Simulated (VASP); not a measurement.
Runs of VASP 6.6.1 on MgS. The structure is that of space group F-43m (No. 216), or close to it. The cells are those of the table. 

```csv
level,potentials or basis,cell,k mesh,cutoff (eV),smearing,second run,gap on the mesh (eV),pressure (GPa)
PBE,"VASP PAW PBE potentials, release 64 (Mg, S)","a = 4.084 Å, angles 60.0°, 2 atoms",8 × 8 × 8,520,fermi-dirac 0.02 eV,-,3.17,-2.2
r2SCAN,"VASP PAW PBE potentials, release 64 (Mg, S)","a = 4.124 Å, angles 60.0°, 2 atoms",8 × 8 × 8,520,gaussian 0.01 eV,-,3.67,-4.7
PBE,"VASP PAW PBE potentials, release 64 (Mg, S)","a = 3.963 Å, angles 60.0°, 2 atoms",8 × 8 × 8,520,fermi-dirac 0.02 eV,-,3.61,2.8
r2SCAN,"VASP PAW PBE potentials, release 64 (Mg_sv, S)","a = 4.084 Å, angles 60.0°, 2 atoms",8 × 8 × 8,660,gaussian 0.01 eV,valence_matched,(c),-3.3
PBE,"VASP PAW PBE potentials, release 64 (Mg, S)","a = 3.883 Å, angles 60.0°, 2 atoms",8 × 8 × 8,520,fermi-dirac 0.02 eV,-,3.79,7.5
PBE,"VASP PAW PBE potentials, release 64 (Mg, S)","a = 4.124 Å, angles 60.0°, 2 atoms",4 × 4 × 4,520,gaussian 0.01 eV,-,(a),-3.4
r2SCAN,"VASP PAW PBE potentials, release 64 (Mg, S)","a = 4.084 Å, angles 60.0°, 2 atoms",8 × 8 × 8,520,gaussian 0.01 eV,-,3.82,-3.4
PBE,"VASP PAW PBE potentials, release 64 (Mg, S)","a = 3.843 Å, angles 60.0°, 2 atoms",4 × 4 × 4,520,gaussian 0.01 eV,-,3.75,(b)
```

Alike in all rows: task single point; no spin polarisation.

Problem. Fill in the values left out.

Solution. (a) 3.03; (b) 10.4; (c) 3.85.

Caveats: some runs use coarse meshes; the PAW data sets were made with another functional, which shifts forces and pressure a little (some runs).

A k mesh can miss the band edges.

The runs don't all hold the same shells in valence.
